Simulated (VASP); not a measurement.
Wanted: the native input for a VASP 6.6.1 run.

```yaml
Task: single point
Functional: PBEsol
Potentials_or_basis: VASP PAW PBE potentials, release 64 (Sr_sv, O)
Cutoff: 520 eV
k_mesh: 9 × 9 × 9
Occupations: fermi-dirac, width 0.05 eV
Spin: no spin polarisation
Dipole_correction: no
Further_INCAR_settings: ALGO = Normal; EDIFF = 1e-06; NBANDS = 15
```

The structure of SrO lies in POSCAR:

```
SrO
1.0
    0.0000000000      2.5139118308      2.5139118308
    2.5139118308      0.0000000000      2.5139118308
    2.5139118308      2.5139118308      0.0000000000
Sr O
1 1
Direct
    0.5000000000      0.5000000000      0.5000000000
    0.0000000000      0.0000000000      0.0000000000
```

This cell differs from its parent crystal: volume scaled by 0.94.

The input as run:

INCAR

```
ALGO = Normal
EDIFF = 1E-6
ENCUT = 520
GGA = PS
ISIF = 2
ISMEAR = -1
LASPH = T
LCHARG = T
LELF = T
LREAL = F
LVHAR = T
LWAVE = F
NBANDS = 15
NELM = 100
PREC = Accurate
SIGMA = 0.05
```

KPOINTS

```
k-points
0
Gamma
  9 9 9
```

Potentials or basis: VASP PAW PBE potentials, release 64 (Sr_sv, O).

The run is started by

```console
$ cat potpaw_PBE.64/Sr_sv/POTCAR potpaw_PBE.64/O/POTCAR > POTCAR
$ mpirun -np 1 vasp_std > vasp.out
```

Results of the run:

- Pressure: 6.8 GPa
- Band gap on the k mesh: 3.16 eV, indirect (least direct gap 3.20 eV)

Caveat: the PAW data sets were made with another functional, which shifts forces and pressure a little.

Run time: 29 s on 1 thread of Intel Xeon 6975P-C, on a shared host, peak memory 0.17 GiB.
